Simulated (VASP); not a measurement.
# Ta in VASP: further runs

The runs below take Ta through relaxation of cell and atoms, single point, with PBE.

Everything below comes from runs of VASP 6.6.1. Logs are shortened: lines on timing, memory, paths and dates and some standing lists are left out, and cuts for length are marked.

## (1) The cell of the first run

The cell holds a disordered packing, 12 atoms: a = 5.504 Å, b = 5.393 Å, c = 7.645 Å, α = 96.90°, β = 81.12°, γ = 88.64°.

## (2) Relaxation of cell and atoms, PBE

Input file INCAR:

```
SYSTEM = Ta
  PREC = Accurate
  ENCUT = 600
  EDIFF = 1E-7
  ISMEAR = 0
  SIGMA = 0.1
  LREAL = .False.
  LASPH = .True.
  NELM = 80
  ALGO = Fast
  ISIF = 3
  LWAVE = .False.
  LCHARG = .False.
  GGA = PE
  IBRION = 2
  NSW = 45
  EDIFFG = -0.04
  ISYM = 0
```

Input file KPOINTS:

```
Automatic mesh
0
Gamma
  4 4 3
  0 0 0
```

Input file POSCAR:

```
Ta
1.0
    5.4820591830      0.0836666039      0.4817733361
    0.0801229348      5.3787079959     -0.3851329499
    0.5213308074     -0.3828140488      7.6171471179
Ta
12
Direct
    0.5614767723      0.3737448261      0.8001522681
    0.0614597878      0.5403928864      0.9668045925
    0.0614375758      0.2070237456      0.6334369867
    0.5614602867      0.0404134346      0.4668184615
    0.8114683403      0.1237360903      0.0501469497
    0.5614496800      0.7070465756      0.1334452995
    0.8114589676      0.7903881140      0.7167965273
    0.8114352104      0.4570229387      0.3834272150
    0.3114733315      0.6237627847      0.5501654335
    0.3114470738      0.9570477970      0.8834483665
    0.0614638070      0.8737182996      0.3001421758
    0.3114699912      0.2904101252      0.2168164410
```

Potentials or basis: VASP PAW PBE potentials, release 64 (Ta_pv).

Run with:

```sh
$ cat potpaw_PBE.64/Ta_pv/POTCAR > POTCAR
$ mpirun -np 1 vasp_std > vasp.out
```

OUTCAR:

```text
SYSTEM = Ta
   PREC = Accurate
   ENCUT = 600
   EDIFF = 1E-7
   ISMEAR = 0
   LREAL = .False.
   LASPH = .True.
   NELM = 80
   ISIF = 3
   GGA = PE
   IBRION = 2
   NSW = 45
   EDIFFG = -0.04
   ISYM = 0

 ion  position               nearest neighbor table
   1  0.561  0.374  0.800-   7 2.75  10 2.75   3 2.92   2 2.92   6 2.94   4 2.94   5 2.95   9 2.95
                             2 3.31   3 3.31  10 3.35   7 3.35  12 3.36   8 3.36
   2  0.061  0.540  0.967-   5 2.75  10 2.75   6 2.92   1 2.92  11 2.94   3 2.94   7 2.95  12 2.95
                             6 3.31   1 3.31   5 3.35  10 3.35   8 3.36   9 3.36
   3  0.061  0.207  0.633-   7 2.75   9 2.75   4 2.92   1 2.92  11 2.94   2 2.94  10 2.95   8 2.95
                             4 3.31   1 3.31   9 3.35   7 3.35  12 3.36   5 3.36
   4  0.561  0.040  0.467-   8 2.75   9 2.75   3 2.92  11 2.92   1 2.94   6 2.94   7 2.95  12 2.95
                             3 3.31  11 3.31   9 3.35   8 3.35  10 3.36   5 3.36
   5  0.811  0.124  0.050-   2 2.75   6 2.75  10 2.92  12 2.92   8 2.94   7 2.94   1 2.95  11 2.95
                            12 3.31  10 3.31   6 3.35   2 3.35   4 3.36   3 3.36
   6  0.561  0.707  0.133-  12 2.75   5 2.75   2 2.92  11 2.92   1 2.94   4 2.94   8 2.95  10 2.95
                             2 3.31  11 3.31   5 3.35  12 3.35   7 3.36   9 3.36
   7  0.811  0.790  0.717-   3 2.75   1 2.75   9 2.92  10 2.92   5 2.94   8 2.94   4 2.95   2 2.95
                             9 3.31  10 3.31   1 3.35   3 3.35   6 3.36  11 3.36
   8  0.811  0.457  0.383-   4 2.75  11 2.75  12 2.92   9 2.92   5 2.94   7 2.94   6 2.95   3 2.95
                            12 3.31   9 3.31  11 3.35   4 3.35   2 3.36   1 3.36
   9  0.311  0.624  0.550-   4 2.75   3 2.75   7 2.92   8 2.92  10 2.94  12 2.94   1 2.95  11 2.95
                             7 3.31   8 3.31   3 3.35   4 3.35   2 3.36   6 3.36
  10  0.311  0.957  0.883-   2 2.75   1 2.75   5 2.92   7 2.92   9 2.94  12 2.94   6 2.95   3 2.95
                             7 3.31   5 3.31   1 3.35   2 3.35   4 3.36  11 3.36
  11  0.061  0.874  0.300-   8 2.75  12 2.75   6 2.92   4 2.92   3 2.94   2 2.94   5 2.95   9 2.95
                             4 3.31   6 3.31  12 3.35   8 3.35   7 3.36  10 3.36
  12  0.311  0.290  0.217-   6 2.75  11 2.75   8 2.92   5 2.92   9 2.94  10 2.94   4 2.95   2 2.95
                             8 3.31   5 3.31  11 3.35   6 3.35   3 3.36   1 3.36

IMPORTANT INFORMATION: All symmetrisations will be switched off!
NOSYMM: (Re-)initialisation of all symmetry stuff for point group C_1.

----------------------------------------------------------------------------------------

                                     Primitive cell

  volume of cell :     222.3604

  direct lattice vectors                    reciprocal lattice vectors
     5.482059183  0.083666604  0.481773336     0.183589238 -0.003647636 -0.012748486
     0.080122935  5.378707996 -0.385132950    -0.003695489  0.186663131  0.009634032
     0.521330807 -0.382814049  7.617147118    -0.011798598  0.009668640  0.132576180

  length of vectors
     5.503823992  5.393073964  7.644557713     0.184067480  0.186948110  0.133450863

  position of ions in fractional coordinates (direct lattice)
     0.561476772  0.373744826  0.800152268
     0.061459788  0.540392886  0.966804592
     0.061437576  0.207023746  0.633436987
     0.561460287  0.040413435  0.466818461
     0.811468340  0.123736090  0.050146950
     0.561449680  0.707046576  0.133445300
     0.811458968  0.790388114  0.716796527
     0.811435210  0.457022939  0.383427215
     0.311473331  0.623762785  0.550165433
     0.311447074  0.957047797  0.883448366
     0.061463807  0.873718300  0.300142176
     0.311469991  0.290410125  0.216816441

  ion indices of the primitive-cell ions
   primitive index   ion index
                 1           1
                 2           2
                 3           3
                 4           4
                 5           5
                 6           6
                 7           7
                 8           8
                 9           9
                10          10
                11          11
                12          12

----------------------------------------------------------------------------------------

 KPOINTS: Automatic mesh

Automatic generation of k-mesh.
 Grid dimensions read from file:
 generate k-points for:    4    4    3

 Generating k-lattice:

  Cartesian coordinates                     Fractional coordinates (reciprocal lattice)
     0.045897309 -0.000911909 -0.003187121     0.250000000  0.000000000  0.000000000
    -0.000923872  0.046665783  0.002408508    -0.000000000  0.250000000 -0.000000000
    -0.003932866  0.003222880  0.044192060    -0.000000000  0.000000000  0.333333333

  Length of vectors
     0.046016870  0.046737027  0.044483621

  Shift w.r.t. Gamma in fractional coordinates (k-lattice)
     0.000000000  0.000000000  0.000000000

 Subroutine IBZKPT returns following result:
 ===========================================

 Found     26 irreducible k-points:

 Following reciprocal coordinates:
            Coordinates               Weight
  0.000000  0.000000  0.000000      1.000000
  0.250000  0.000000 -0.000000      2.000000
  0.500000  0.000000 -0.000000      1.000000
 -0.000000  0.250000  0.000000      2.000000
  0.250000  0.250000  0.000000      2.000000
  0.500000  0.250000 -0.000000      2.000000
[... 16 lines left out ...]
  0.000000 -0.250000  0.333333      2.000000
  0.250000 -0.250000  0.333333      2.000000
 [... further k-points ...]
   k-points           NKPTS =     26   k-points in BZ     NKDIM =     26   number of bands    NBANDS=     79
   number of dos      NEDOS =    301   number of ions     NIONS =     12
   total plane-waves  NPLWV = 147456
   dimension x,y,z NGX =    48 NGY =   48 NGZ =   64
   dimension x,y,z NGXF=    96 NGYF=   96 NGZF=  128
   ions per type =              12
   NGX,Y,Z   is equivalent  to a cutoff of  14.50, 14.80, 13.92 a.u.
   NGXF,Y,Z  is equivalent  to a cutoff of  29.00, 29.59, 27.84 a.u.
 SYSTEM =  Ta
   PREC   = accura    normal or accurate (medium, high low for compatibility)
   ISTART =      0    job   : 0-new  1-cont  2-samecut
   ICHARG =      2    charge: 1-file 2-atom 10-const
   ISPIN  =      1    spin polarized calculation?
   LNONCOLLINEAR =      F non collinear calculations
   LSORBIT =      F    spin-orbit coupling
   LASPH  =      T    aspherical Exc in radial PAW
   ENCUT  =  600.0 eV  44.10 Ry    6.64 a.u.  10.99 10.77 15.27*2*pi/ulx,y,z
   NELM   =     80;   NELMIN=  2; NELMDL= -5     # of ELM steps
   EDIFF  = 0.1E-06   stopping-criterion for ELM
   LREAL  =      F    real-space projection
   EDIFFG = -.4E-01   stopping-criterion for IOM
   NSW    =     45    number of steps for IOM
   IBRION =      2    ionic relax: 0-MD 1-quasi-New 2-CG
   NFREE  =      1    steps in history (QN), initial steepest desc. (CG)
   ISIF   =      3    stress and relaxation
   ISYM   =      0    0-nonsym 1-usesym 2-fastsym
   POTIM  = 0.5000    time-step for ionic-motion
   TEBEG  =    0.0;   TEEND  =   0.0 temperature during run
   PSTRESS=    0.0 pullay stress
   NELECT =     132.0000    total number of electrons
   NUPDOWN=      -1.0000    fix difference up-down
   EMIN   =  10.00;   EMAX   =-10.00  energy-range for DOS
   EFERMI =   0.00;   METHOD = LEGACY
   ISMEAR =     0;   SIGMA  =   0.10  broadening in eV -4-tet -1-fermi 0-gaus
   EFERMI_NEDOS =   21; number of points for ismear=-14 and -15
   IALGO  =     68    algorithm
   IMIX   =      4    mixing-type and parameters
     AMIX     =   0.40;   BMIX     =  1.00
     AMIX_MAG =   1.60;   BMIX_MAG =  1.00
  volume/ion in A,a.u.               =      18.53       125.05
  Fermi-wavevector in a.u.,A,eV,Ry     =   1.375879  2.600035 25.756424  1.893044
  Thomas-Fermi vector in A             =   2.501175
   LORBIT       =      0    0 simple, 1 ext, 2 COOP (PROOUT), +10 PAW based schemes
   GGA     = PE    functional components
   LHFCALC =     F    Hartree Fock is set to
   AEXX    =    0.0000 exact exchange contribution
   IVDW    =     0    specifies the selected vdW correction
   LEPSILON=     F    determine dielectric tensor
   LRPA    =     F    only Hartree local field effects (RPA)
 conjugate gradient relaxation of ions
 non-spin polarized calculation
 RMM-DIIS sequential band-by-band and
 Gauss-broadening in eV      SIGMA  =   0.10
  energy-cutoff  :      600.00
  volume of cell :      222.36
 maximum number of plane-waves:      7440
 NGX is ok and might be reduce to    48
   NGX = 21   NGY = 21   NGZ = 31

--------------------------------------- Ionic step        1  -------------------------------------------

 number of electron     132.0000000 magnetization

 Free energy of the ion-electron system (eV)
  ---------------------------------------------------
  ext. energy  EPLUGINS =         0.00000000
  ---------------------------------------------------
  free energy    TOTEN  =      -141.45013867 eV

  energy without entropy =     -141.36359401  energy(sigma->0) =     -141.40686634

------------------------ aborting loop because EDIFF is reached ----------------------------------------

  FORCE on cell =-STRESS in cart. coord.  units (eV):
  Direction    XX          YY          ZZ          XY          YZ          ZX
  --------------------------------------------------------------------------------------
  -------------------------------------------------------------------------------------
  Total       -2.0025090      0.8178297     -7.4094524      5.4649193     -2.2415220     -2.3832399
  in kB      -14.4287135      5.8927228    -53.3874591     39.3764804    -16.1508787    -17.1720011
  external PRESSURE =     -20.6411500 kB  Pullay stress =       0.0000000 kB
[... 307 lines left out ...]
  energy  without entropy=     -141.7625768685  energy(sigma->0) =     -141.79431805

--------------------------------------- Ionic step        8  -------------------------------------------

 number of electron     131.9999989 magnetization

 Free energy of the ion-electron system (eV)
  ---------------------------------------------------
  ext. energy  EPLUGINS =         0.00000000
  ---------------------------------------------------
  free energy    TOTEN  =      -141.82733819 eV

  energy without entropy =     -141.76313869  energy(sigma->0) =     -141.79523844

 E-fermi :   5.3891     XC(G=0): -12.5388

 val. band max:        5.3852847605   @ k =  -0.0000  -0.0000   0.3333
 cond. band min:       5.3939609582   @ k =   0.2500   0.2500   0.3333
 fundamental gap:      0.0086761977
 Fermi energy:         5.3890956486

 k-point     1 :       0.0000    0.0000    0.0000
  band No.  band energies     occupation
      1     -28.8949      2.00000
      2     -28.6832      2.00000
      3     -28.6832      2.00000
      4     -28.6758      2.00000
      5     -28.6757      2.00000
      6     -28.6483      2.00000
[... 1933 lines left out ...]
     77       8.7067      0.00000
     78       8.7439      0.00000

 [... further k-points ...]

 [bands above 78 left out]

------------------------ aborting loop because EDIFF is reached ----------------------------------------

  FORCE on cell =-STRESS in cart. coord.  units (eV):
  Direction    XX          YY          ZZ          XY          YZ          ZX
  --------------------------------------------------------------------------------------
  -------------------------------------------------------------------------------------
  Total        0.1046426      0.2464880     -0.1397025      0.1529747      0.1121104      0.0444710
  in kB        0.7636672      1.7988356     -1.0195296      1.1163882      0.8181664      0.3245431
  external PRESSURE =       0.5143244 kB  Pullay stress =       0.0000000 kB
[... 27 lines left out ...]
  FREE ENERGIE OF THE ION-ELECTRON SYSTEM (eV)
  ---------------------------------------------------
  free  energy   TOTEN  =      -141.8273381895 eV

  energy  without entropy=     -141.7631386854  energy(sigma->0) =     -141.79523844

 reached required accuracy - stopping structural energy minimisation
```

Wall time 2.2 h (1 thread of Oxide Virtual Turin-like, shared host); peak memory 0.6 GiB.

What came out:

```
Free energy                           : -141.8273 eV
Relaxed volume                        : 18.30 Å³/atom
Relaxed cell                          : a = 5.511 Å, b = 5.504 Å, c = 7.406 Å, α = 97.65°, β = 82.49°, γ = 85.19°
Space group after relaxing (to 0.1 Å) : Im-3m (No. 229)
Energy gained by relaxing             : 31.4 meV/atom
Ionic steps                           : 8
Pressure after relaxing               : 0.1 GPa
Band gap on the k mesh                : zero (bands 66 and 67 overlap by 0.57 eV)
```

Stress tensor (GPa, compression positive):
```
 0.08  0.11  0.03
 0.11  0.18  0.08
 0.03  0.08 -0.10
```

The path:
```csv
step,energy change (eV),largest force (eV/Å),pressure (GPa),volume (Å³)
1,0.0000,0.0024,-2.06,222.36
2,-0.2714,0.0023,4.72,214.56
3,-0.2747,0.0022,4.07,215.23
4,-0.3413,0.0011,-1.01,220.84
5,-0.3708,0.0015,0.70,218.81
6,-0.3757,0.0011,-0.36,219.97
7,-0.3759,0.0012,-0.20,219.79
8,-0.3772,0.0008,0.05,219.54
```

Final structure:
```xyz
12
Lattice="5.4898 0.2477 0.4134 0.2477 5.4821 -0.4211 0.4356 -0.4428 7.3797" Properties=species:S:1:pos:R:3 pbc="T T T"
Ta    3.5235    1.8336    5.9795
Ta    0.8924    2.5496    6.9325
Ta    0.6646    0.8698    4.6129
Ta    3.2956    0.1538    3.6600
Ta    4.5072    0.8570    0.6533
Ta    3.3155    3.9562    0.9192
Ta    4.9628    4.2166    5.2923
Ta    4.7349    2.5368    2.9727
Ta    2.1040    3.2529    3.9260
Ta    2.3317    4.9327    6.2454
Ta    0.6846    4.6721    1.8724
Ta    1.8762    1.5731    1.6064
```

Caveat: spin-orbit coupling is left out, which moves the levels of the heavy elements.

(Part 1 of 2 ends here.)
